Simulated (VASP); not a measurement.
A run of VASP 6.6.1:

INCAR

```
ALGO = Normal ; EDIFF = 1E-6
ENCUT = 600 ; GGA = PE
GGA_COMPAT = False ; ISIF = 2
ISMEAR = -1 ; LASPH = True
LCHARG = False ; LREAL = False
LWAVE = False ; NBANDS = 14
NELM = 120 ; PREC = Accurate
SIGMA = 0.08
```

KPOINTS

```
k-points
0
Gamma
  13 13 13
```

POSCAR

```
TaC
1.0
    0.0222700000      2.2381350000      2.2381350000
    2.2381350000      0.0222700000      2.2381350000
    2.2381350000      2.2381350000      0.0222700000
Ta C
1 1
Direct
    0.0000000000      0.0000000000      0.0000000000
    0.5000000000      0.5000000000      0.5000000000
```

Potentials or basis: VASP PAW PBE potentials, release 64 (Ta_pv, C).

The run is started by

```console
$ cat potpaw_PBE.64/Ta_pv/POTCAR potpaw_PBE.64/C/POTCAR > POTCAR
$ mpirun -np 1 vasp_std > vasp.out
```

Hardware: 1 thread of AMD EPYC 7571 (shared host).

**Question.** Estimate the wall time of this run.

**Answer.** Wall time 4.6 min on 1 thread of AMD EPYC 7571, with other jobs on the host, peak memory 0.2 GiB. Counts: scf iterations 12, k points 231.
